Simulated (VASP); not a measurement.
# Al2Cu (I4/mmm) in VASP: single point with PBE

Aim: the single point of Al2Cu with PBE.

Program: VASP 6.6.1. These are calculated values, not measurements. Logs are shortened: lines on timing, memory, paths and dates and some standing lists are left out, and cuts for length are marked.

## (1) The cell of the first run

Symmetry: I4/mmm, No. 139, tetragonal system. Conventional cell: a = 4.061 Å, b = 4.061 Å, c = 5.702 Å, α = 90.00°, β = 90.00°, γ = 90.00°. Al (site symmetry -4m2) has 4 Cu at 2.48 Å and 6 Al at 2.85 to 2.87 Å within 3.3 Å. Within 3.3 Å of Cu (site symmetry 4/mmm) lie 8 Al at 2.48 Å.

## (2) Single point, PBE

Contents of INCAR:

```
ALGO = Normal
EDIFF = 1E-6
ENCUT = 520
GGA = PE
ISIF = 2
ISMEAR = 0
LASPH = True
LCHARG = True
LELF = True
LREAL = False
LVHAR = True
LWAVE = False
NBANDS = 16
NELM = 80
PREC = Accurate
SIGMA = 0.05
```

Contents of KPOINTS:

```
k-points
0
Gamma
  12 12 12
```

Contents of POSCAR:

```
Al2Cu
1.0
   -2.0303375000      2.0303375000      2.8510940000
    2.0303375000     -2.0303375000      2.8510940000
    2.0303375000      2.0303375000     -2.8510940000
Al Cu
2 1
Direct
    0.7500000000      0.2500000000      0.5000000000
    0.2500000000      0.7500000000      0.5000000000
    0.5000000000      0.5000000000      0.0000000000
```

Potentials or basis: VASP PAW PBE potentials, release 64 (Al, Cu).

Started as:

```sh
$ cat potpaw_PBE.64/Al/POTCAR potpaw_PBE.64/Cu/POTCAR > POTCAR
$ mpirun -np 1 vasp_std > vasp.out
```

OUTCAR:

```text
EDIFF = 1E-6
   ENCUT = 520
   GGA = PE
   ISIF = 2
   ISMEAR = 0
   LASPH = True
   LREAL = False
   NELM = 80
   PREC = Accurate

 ion  position               nearest neighbor table
   1  0.750  0.250  0.500-   3 2.48   3 2.48   3 2.48   3 2.48   2 2.85   2 2.85   2 2.87   2 2.87
                             2 2.87   2 2.87
   2  0.250  0.750  0.500-   3 2.48   3 2.48   3 2.48   3 2.48   1 2.85   1 2.85   1 2.87   1 2.87
                             1 2.87   1 2.87
   3  0.500  0.500  0.000-   2 2.48   1 2.48   1 2.48   2 2.48   1 2.48   2 2.48   2 2.48   1 2.48

  LATTYP: Found a body centered tetragonal cell.
 ALAT       =     4.0606750000
 C/A-ratio  =     1.4042463384

  Lattice vectors:

 A1 = (  -2.0303375000,   2.0303375000,   2.8510940000)
 A2 = (   2.0303375000,  -2.0303375000,   2.8510940000)
 A3 = (   2.0303375000,   2.0303375000,  -2.8510940000)

Analysis of symmetry for initial positions (statically):
=====================================================================
 Subroutine PRICEL returns:
 Original cell was already a primitive cell.

 Routine SETGRP: Setting up the symmetry group for a
 body centered tetragonal supercell.

 Subroutine GETGRP returns: Found 16 space group operations
 (whereof 16 operations were pure point group operations)
 out of a pool of 16 trial point group operations.

The static configuration has the point symmetry D_4h.

Analysis of symmetry for dynamics (positions and initial velocities):
=====================================================================
 Subroutine PRICEL returns:
 Original cell was already a primitive cell.

 Routine SETGRP: Setting up the symmetry group for a
 body centered tetragonal supercell.

 Subroutine GETGRP returns: Found 16 space group operations
 (whereof 16 operations were pure point group operations)
 out of a pool of 16 trial point group operations.

The dynamic configuration has the point symmetry D_4h.

 Subroutine INISYM returns: Found 16 space group operations
 (whereof 16 operations are pure point group operations),
 and found     1 'primitive' translations

----------------------------------------------------------------------------------------

                                     Primitive cell

  volume of cell :      47.0119

  direct lattice vectors                    reciprocal lattice vectors
    -2.030337500  2.030337500  2.851094000     0.000000000  0.246264476  0.175371279
     2.030337500 -2.030337500  2.851094000     0.246264476  0.000000000  0.175371279
     2.030337500  2.030337500 -2.851094000     0.246264476  0.246264476  0.000000000

  length of vectors
     4.046390703  4.046390703  4.046390703     0.302326442  0.302326442  0.348270562

  position of ions in fractional coordinates (direct lattice)
     0.750000000  0.250000000  0.500000000
     0.250000000  0.750000000  0.500000000
     0.500000000  0.500000000  0.000000000

  ion indices of the primitive-cell ions
   primitive index   ion index
                 1           1
                 2           2
                 3           3

----------------------------------------------------------------------------------------

 KPOINTS: k-points

Automatic generation of k-mesh.
 Grid dimensions read from file:
 generate k-points for:   12   12   12

 Generating k-lattice:

  Cartesian coordinates                     Fractional coordinates (reciprocal lattice)
     0.000000000  0.020522040  0.014614273     0.083333333  0.000000000 -0.000000000
     0.020522040  0.000000000  0.014614273     0.000000000  0.083333333 -0.000000000
     0.020522040  0.020522040  0.000000000     0.000000000  0.000000000  0.083333333

  Length of vectors
     0.025193870  0.025193870  0.029022547

  Shift w.r.t. Gamma in fractional coordinates (k-lattice)
     0.000000000  0.000000000  0.000000000

 Subroutine IBZKPT returns following result:
 ===========================================

 Found    163 irreducible k-points:

 Following reciprocal coordinates:
            Coordinates               Weight
  0.000000  0.000000  0.000000      1.000000
  0.083333  0.000000  0.000000      8.000000
  0.166667  0.000000 -0.000000      8.000000
  0.250000  0.000000 -0.000000      8.000000
  0.333333  0.000000 -0.000000      8.000000
  0.416667  0.000000 -0.000000      8.000000
[... 16 lines left out ...]
  0.500000  0.166667  0.000000     16.000000
 -0.416667  0.166667  0.000000     16.000000
 [... further k-points ...]
   k-points           NKPTS =    163   k-points in BZ     NKDIM =    163   number of bands    NBANDS=     16
   number of dos      NEDOS =    301   number of ions     NIONS =      3
   total plane-waves  NPLWV =  27000
   dimension x,y,z NGX =    30 NGY =   30 NGZ =   30
   dimension x,y,z NGXF=    60 NGYF=   60 NGZF=   60
   ions per type =               2   1
   NGX,Y,Z   is equivalent  to a cutoff of  12.33, 12.33, 12.33 a.u.
   NGXF,Y,Z  is equivalent  to a cutoff of  24.65, 24.65, 24.65 a.u.
 SYSTEM =  unknown system
   PREC   = accura    normal or accurate (medium, high low for compatibility)
   ISTART =      0    job   : 0-new  1-cont  2-samecut
   ICHARG =      2    charge: 1-file 2-atom 10-const
   ISPIN  =      1    spin polarized calculation?
   LNONCOLLINEAR =      F non collinear calculations
   LSORBIT =      F    spin-orbit coupling
   LASPH  =      T    aspherical Exc in radial PAW
   ENCUT  =  520.0 eV  38.22 Ry    6.18 a.u.   7.52  7.52  7.52*2*pi/ulx,y,z
   NELM   =     80;   NELMIN=  2; NELMDL= -5     # of ELM steps
   EDIFF  = 0.1E-05   stopping-criterion for ELM
   LREAL  =      F    real-space projection
   EDIFFG = 0.1E-04   stopping-criterion for IOM
   NSW    =      0    number of steps for IOM
   IBRION =     -1    ionic relax: 0-MD 1-quasi-New 2-CG
   NFREE  =      0    steps in history (QN), initial steepest desc. (CG)
   ISIF   =      2    stress and relaxation
   ISYM   =      2    0-nonsym 1-usesym 2-fastsym
   POTIM  = 0.5000    time-step for ionic-motion
   TEBEG  =    0.0;   TEEND  =   0.0 temperature during run
   PSTRESS=    0.0 pullay stress
   NELECT =      17.0000    total number of electrons
   NUPDOWN=      -1.0000    fix difference up-down
   EMIN   =  10.00;   EMAX   =-10.00  energy-range for DOS
   EFERMI =   0.00;   METHOD = LEGACY
   ISMEAR =     0;   SIGMA  =   0.05  broadening in eV -4-tet -1-fermi 0-gaus
   EFERMI_NEDOS =   21; number of points for ismear=-14 and -15
   IALGO  =     38    algorithm
   IMIX   =      4    mixing-type and parameters
     AMIX     =   0.40;   BMIX     =  1.00
     AMIX_MAG =   1.60;   BMIX_MAG =  1.00
  volume/ion in A,a.u.               =      15.67       105.75
  Fermi-wavevector in a.u.,A,eV,Ry     =   1.166331  2.204046 18.508385  1.360328
  Thomas-Fermi vector in A             =   2.302845
   LORBIT       =      0    0 simple, 1 ext, 2 COOP (PROOUT), +10 PAW based schemes
   GGA     = PE    functional components
   LHFCALC =     F    Hartree Fock is set to
   AEXX    =    0.0000 exact exchange contribution
   IVDW    =     0    specifies the selected vdW correction
   LEPSILON=     F    determine dielectric tensor
   LRPA    =     F    only Hartree local field effects (RPA)
 non-spin polarized calculation
 Gauss-broadening in eV      SIGMA  =   0.05
  energy-cutoff  :      520.00
  volume of cell :       47.01
 maximum number of plane-waves:      1293
   NGX = 15   NGY = 15   NGZ = 15

 number of electron      17.0000003 magnetization

 Free energy of the ion-electron system (eV)
  ---------------------------------------------------
  ext. energy  EPLUGINS =         0.00000000
  ---------------------------------------------------
  free energy    TOTEN  =       -11.73155073 eV

  energy without entropy =      -11.72953714  energy(sigma->0) =      -11.73054393

 E-fermi :   7.1478     XC(G=0): -10.5221

 val. band max:        7.1361756327   @ k =   0.3333   0.0833   0.0833
 cond. band min:       7.1500917214   @ k =   0.5000   0.0833  -0.0000
 fundamental gap:      0.0139160887
 Fermi energy:         7.1477780109

 k-point     1 :       0.0000    0.0000    0.0000
  band No.  band energies     occupation
      1      -3.1147      2.00000
      2       2.5655      2.00000
      3       2.5725      2.00000
      4       2.5725      2.00000
      5       3.1273      2.00000
      6       3.1387      2.00000
[... 8 lines left out ...]
     15      14.1280      0.00000
     16      14.3594      0.00000

 k-point     2 :       0.0833    0.0000    0.0000
  band No.  band energies     occupation
      1      -3.0207      2.00000
      2       2.5389      2.00000
      3       2.5830      2.00000
      4       2.5871      2.00000
      5       3.1236      2.00000
      6       3.1348      2.00000
[... 8 lines left out ...]
     15      13.3456      0.00000
     16      13.9819      0.00000

 k-point     3 :       0.1667    0.0000   -0.0000
  band No.  band energies     occupation
      1      -2.7403      2.00000
      2       2.4439      2.00000
      3       2.6215      2.00000
      4       2.6249      2.00000
      5       3.1177      2.00000
      6       3.1278      2.00000
[... 8 lines left out ...]
     15      13.2845      0.00000
     16      13.8665      0.00000

 k-point     4 :       0.2500    0.0000   -0.0000
  band No.  band energies     occupation
      1      -2.2787      2.00000
      2       2.2617      2.00000
      3       2.6672      2.00000
      4       2.6686      2.00000
      5       3.1225      2.00000
      6       3.1302      2.00000
[... 8 lines left out ...]
     15      13.4727      0.00000
     16      15.0307      0.00000
[... 324 lines left out ...]
 k-point    22 :       0.4167    0.1667    0.0000
  band No.  band energies     occupation
      1      -0.0846      2.00000
      2       0.9346      2.00000
      3       2.6270      2.00000
      4       2.8035      2.00000
      5       3.1036      2.00000
      6       3.1589      2.00000
[... 8 lines left out ...]
     15      15.6669      0.00000
     16      16.6706      0.00000

 k-point    23 :       0.5000    0.1667    0.0000
  band No.  band energies     occupation
      1      -0.3139      2.00000
      2       1.1615      2.00000
      3       2.6509      2.00000
      4       2.7933      2.00000
      5       3.1795      2.00000
      6       3.2031      2.00000
[... 8 lines left out ...]
     15      17.0830      0.00000
     16      18.2128      0.00000

 k-point    24 :      -0.4167    0.1667    0.0000
  band No.  band energies     occupation
      1      -1.0863      2.00000
      2       1.8185      2.00000
      3       2.6842      2.00000
      4       2.7744      2.00000
      5       3.0853      2.00000
      6       3.2181      2.00000
[... 8 lines left out ...]
     15      16.9840      0.00000
     16      18.2001      0.00000

 [... further k-points ...]

------------------------ aborting loop because EDIFF is reached ----------------------------------------

  FORCE on cell =-STRESS in cart. coord.  units (eV):
  Direction    XX          YY          ZZ          XY          YZ          ZX
  --------------------------------------------------------------------------------------
  -------------------------------------------------------------------------------------
  Total        0.8292653      0.8292653      0.9426622      0.0000000     -0.0000000      0.0000000
  in kB       28.2615563     28.2615563     32.1261482      0.0000000     -0.0000000      0.0000000
  external PRESSURE =      29.5497536 kB  Pullay stress =       0.0000000 kB

 VOLUME and BASIS-vectors are now :
 -----------------------------------------------------------------------------
  energy-cutoff  :      520.00
  volume of cell :       47.01
      direct lattice vectors                 reciprocal lattice vectors
    -2.030337500  2.030337500  2.851094000     0.000000000  0.246264476  0.175371279
     2.030337500 -2.030337500  2.851094000     0.246264476  0.000000000  0.175371279
     2.030337500  2.030337500 -2.851094000     0.246264476  0.246264476  0.000000000

 POSITION                                       TOTAL-FORCE (eV/Angst)
 -----------------------------------------------------------------------------------
      0.00000      2.03034      1.42555        -0.000000     -0.000000      0.000000
      2.03034      0.00000      1.42555         0.000000      0.000000      0.000000
      0.00000      0.00000      2.85109         0.000000     -0.000000     -0.000000
 -----------------------------------------------------------------------------------
    total drift:                                0.000000     -0.000000      0.000000

  FREE ENERGIE OF THE ION-ELECTRON SYSTEM (eV)
  ---------------------------------------------------
  free  energy   TOTEN  =       -11.7315507295 eV

  energy  without entropy=      -11.7295371377  energy(sigma->0) =      -11.73054393
```

It took 57 s on 1 thread of Intel Xeon 6975P-C (Granite Rapids), shared host; peak memory 0.25 GiB.

Results:

```
Free energy : -11.7316 eV
Pressure    : 3.0 GPa
```
